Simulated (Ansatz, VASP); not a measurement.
**Ir: VASP beside Ansatz**

The input INCAR:

```
  ALGO = Normal
  EDIFF = 1E-6
  ENCUT = 520
  GGA = PE
  ISIF = 2
  ISMEAR = 0
  LASPH = True
  LCHARG = True
  LELF = True
  LREAL = False
  LVHAR = True
  LWAVE = False
  NBANDS = 10
  NELM = 80
  PREC = Accurate
  SIGMA = 0.15
```

The input KPOINTS:

```
k-points
0
Gamma
  22 22 22
```

The input POSCAR:

```
Ir
1.0
    0.0000000000      2.0799849221      1.7823390798
    2.0799849221      0.0000000000      1.7823390798
    2.0799849221      2.0799849221      0.0000000000
Ir
1
Direct
    0.0000000000      0.0000000000      0.0000000000
```

Input for Ansatz:

```yaml
crystal:
  lattice:
    - [0.0, 2.0799849221, 1.7823390798]
    - [2.0799849221, 0.0, 1.7823390798]
    - [2.0799849221, 2.0799849221, 0.0]
  atoms:
    - { symbol: Ir, position: [0.0, 0.0, 0.0] }
basis:
  ecutwfc: 420
kpoints:
  mp_grid: { grid: [22, 22, 22] }
hamiltonian:
  xc: pbe
  pseudopotentials: { kind: paw, azcp: { folder: soft_1 } }
scf:
  occupations: { method: gaussian, width: 0.15 }
output:
  forces: true
  stress: true
  eigenvalues: true
  write_density: true
  write_potential: true
  elf: true
  volumetric_format: npy
```

Alike in both runs: task single point; functional PBE; k mesh 22 × 22 × 22; occupations gaussian, width 0.15 eV; no spin polarisation.

|  | VASP | Ansatz |
| --- | --- | --- |
| version | VASP 6.6.1 | Ansatz 0.2.0 |
| potentials or method | VASP PAW PBE potentials, release 64 (Ir), cutoff 520 eV | scalar-relativistic, plane waves, PAW |
| valence electrons in the cell | 9 | 17 |

Ansatz gave:

| Property | Result |
| --- | --- |
| gap on the k mesh at the Fermi level (eV) | none |
| pressure (GPa) | -14.4 |
| traceless stress, the component that is largest in VASP (GPa) | 24.27 |

Estimate VASP's values.

gap on the k mesh at the Fermi level (eV): none; pressure (GPa): -14.0; traceless stress, the component that is largest in VASP (GPa): 24.08.

A gap of «none» marks a metal or a gap that the smearing closes. VASP's potentials hold 9 valence electrons a cell and Ansatz's 17, so a difference there can come from the potentials and not from the codes.

Neither program's run includes spin-orbit coupling.
